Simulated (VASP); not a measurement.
ZnSb2C, 8 atoms in the cell. It takes space group P-4m2 (No. 115, tetragonal). Conventional cell: a = 3.887 Å, b = 3.887 Å, c = 11.568 Å, α = 90.00°, β = 90.00°, γ = 90.00°. Within 3.4 Å of Zn (site symmetry 2mm) lie 4 Sb at 2.56 to 2.61 Å. Sb (site symmetry -4m2) has 4 Zn at 2.56 Å within 3.4 Å. Sb (site symmetry 2mm) has 2 C at 2.30 Å and 2 Zn at 2.61 Å within 3.0 Å. Sb (site symmetry -4m2) has 4 C at 2.25 Å within 3.0 Å. C (site symmetry 2mm) has 4 Sb at 2.25 to 2.30 Å within 3.0 Å. 

```yaml
Program: VASP 6.6.1
Task: single point
Functional: r2SCAN
Potentials_or_basis: VASP PAW PBE potentials, release 64 (Zn, Sb, C)
Cutoff: 520 eV
k_mesh: 6 × 6 × 2
Occupations: fermi-dirac, width 0.02 eV
Spin: no spin polarisation
Dipole_correction: no
Further_INCAR_settings: ALGO = Normal; EDIFF = 1e-07; NBANDS = 36
```

Potentials or basis: VASP PAW PBE potentials, release 64 (Zn, Sb, C).

Command:

```bash
$ cat potpaw_PBE.64/Zn/POTCAR potpaw_PBE.64/Sb/POTCAR potpaw_PBE.64/C/POTCAR > POTCAR
$ cp INCAR.step1 INCAR
$ mpirun -np 1 vasp_std > vasp.out
$ cp INCAR.step2 INCAR
$ mpirun -np 1 vasp_std > vasp.out
```

Hardware: 1 thread of Oxide Virtual Turin-like Processor, on a shared host.

Task: How long does it take, and how much memory?

Result: Run time: 12 min on 1 thread of Oxide Virtual Turin-like Processor, on a shared host, peak memory 0.33 GiB. Counts: k points 20.
